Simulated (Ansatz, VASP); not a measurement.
**Ta3TiN4 in VASP and in Ansatz**

```
Ti Ta N
1.0
     2.94260   -0.00022    0.00013
    -1.47149    2.54865    0.00012
     0.00051    0.00081   11.38234
Ti Ta N
1 3 4
Direct
  0.99975 0.99976 0.50002
  0.99985 0.00011 0.00000
  0.00031 0.00009 0.25482
  0.99983 0.00007 0.74517
  0.66672 0.33345 0.87341
  0.66695 0.33339 0.12659
  0.66672 0.33323 0.37768
  0.66654 0.33323 0.62230
```

Change from the starting cell: cell x1, atoms moved at random (sigma 0.05 Å) and cell strained at random (1.5 %), then relaxed without symmetry.

Alike in both runs: functional PBE; k mesh 12 × 12 × 2; occupations gaussian, width 0.2 eV; no spin polarisation.

Ansatz relaxed the structure, and its values are those at the end. VASP's run is a single point on that final structure, the one shown.

```csv
,VASP,Ansatz
version,VASP 6.6.1,Ansatz 0.2.0
potentials or method,"VASP PAW PBE potentials, release 64 (Ti_sv, Ta_pv, N), cutoff 520 eV","scalar-relativistic, plane waves, PAW"
valence electrons in the cell,65,71
```

VASP gave:

```
gap on the k mesh at the Fermi level (eV) : none
pressure (GPa)                            : 0.8
rms of the force components (eV/Å)        : 0.011
```

Problem. Estimate Ansatz's values.

Solution. gap on the k mesh at the Fermi level (eV): none; pressure (GPa): 0.1; rms of the force components (eV/Å): 0.007.

A gap of «none» marks a metal or a gap that the smearing closes. VASP's potentials hold 65 valence electrons a cell and Ansatz's 71, so a difference there can come from the potentials and not from the codes.

Neither program's run includes spin-orbit coupling.
